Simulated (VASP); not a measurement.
Write the native input for VASP 6.6.1 that does the following.

- Task: single point
- Functional: PBE
- Potentials or basis: VASP PAW PBE potentials, release 64 (Ca_sv, Ga_d, C, N)
- Cutoff: 520 eV
- k mesh: 2 × 2 × 4
- Occupations: gaussian, width 0.1 eV
- Spin: collinear spin, ferromagnetic start
- Starting moments: [0.0, 0.0, 1.0, 1.0, 1.0, 1.0, 1.0, 1.0, 1.0, 1.0] μB
- Dipole correction: no
- Further INCAR settings: ALGO = Normal; EDIFF = 1e-06; NBANDS = 44

The structure of CaGaC4N4 lies in POSCAR:

```
CaGaC4N4
1.0
    7.9402283278      0.0000000000      0.0000000000
    0.0000000000      7.9402283278      0.0000000000
    0.0000000000      0.0000000000      3.8985973204
Ca Ga C N
1 1 4 4
Direct
    0.0000000000      0.0000000000      0.0000000000
    0.5000000000      0.5000000000      0.0000000000
    0.2220209949      0.7779790051      0.0000000000
    0.7779790051      0.2220209949      0.0000000000
    0.2220209949      0.2220209949      0.0000000000
    0.7779790051      0.7779790051      0.0000000000
    0.3263836829      0.6736163171      0.0000000000
    0.6736163171      0.3263836829      0.0000000000
    0.3263836829      0.3263836829      0.0000000000
    0.6736163171      0.6736163171      0.0000000000
```

These files were run (other wordings do the same):

INCAR

```
ALGO = Normal
EDIFF = 1E-6
ENCUT = 520
GGA = PE
ISIF = 2
ISMEAR = 0
ISPIN = 2
LASPH = True
LCHARG = False
LORBIT = 11
LREAL = False
LWAVE = False
MAGMOM = 0 0 1 1 1 1 1 1 1 1
NBANDS = 44
NELM = 150
PREC = Accurate
SIGMA = 0.1
```

KPOINTS

```
k-points
0
Gamma
  2 2 4
```

Potentials or basis: VASP PAW PBE potentials, release 64 (Ca_sv, Ga_d, C, N).

Launch:

```console
$ cat potpaw_PBE.64/Ca_sv/POTCAR potpaw_PBE.64/Ga_d/POTCAR potpaw_PBE.64/C/POTCAR potpaw_PBE.64/N/POTCAR > POTCAR
$ mpirun -np 1 vasp_std > vasp.out
```

Results of the run:

- Pressure: 0.4 GPa
- Largest force: 0.341 eV/Å
- Net moment: 0.19 μB per cell
- Site moments: Ca +0.01; Ga +0.05; C +0.01; N -0.00 μB
- Valence electrons inside the program's atomic spheres: Ca 8.12; Ga 11.62; C 2.55; N 3.91

Caveat: the k points lie up to 0.40 Å⁻¹ apart.

Wall time 2.1 min on 1 thread of Intel(R) Xeon(R) 6975P-C (Granite Rapids), with other jobs on the host, peak memory 0.49 GiB.
